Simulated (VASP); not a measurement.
The system is TePb.

```
Pb Te
1.0
     4.00229    0.00000    0.00000
     0.00000    4.00229    0.00000
     0.00000    0.00000    4.00229
Pb Te
1 1
Direct
  0.00000 0.00000 0.00000
  0.50000 0.50000 0.50000
```

| Quantity | Value |
| --- | --- |
| Program | VASP 6.6.1 |
| Task | relaxation of cell and atoms |
| Functional | revPBE |
| Potentials or basis | VASP PAW PBE potentials, release 64 (Pb_d, Te) |
| Cutoff | 600 eV |
| k mesh | 7 × 7 × 7 |
| Occupations | fermi-dirac, width 0.05 eV |
| Spin | no spin polarisation |

At the start: pressure 1.1 GPa; volume 32.05 Å³/atom.

Q: Where does the relaxation end?

A: Over 3 steps the energy falls by 2.9 meV/atom and the volume is 32.94 Å³/atom (+2.8 %); space group Pm-3m (No. 221, to 0.05 Å).

Step by step:
```
step  energy change (eV)  largest force (eV/Å)  pressure (GPa)  volume (Å³)
   1              0.0000                0.0000            1.09        64.11
   2             -0.0058                0.0000           -0.15        66.15
   3             -0.0059                0.0000            0.00        65.88
```

Final structure:
```yaml
crystal:
  lattice:
    - [4.03879, 0.00000, 0.00000]
    - [0.00000, 4.03879, 0.00000]
    - [0.00000, 0.00000, 4.03879]
  atoms:
    - { symbol: Pb, position: [0.00000, 0.00000, 0.00000] }
    - { symbol: Te, position: [0.50000, 0.50000, 0.50000] }
```

Caveat: the PAW data sets were made with another functional, which shifts forces and pressure a little.
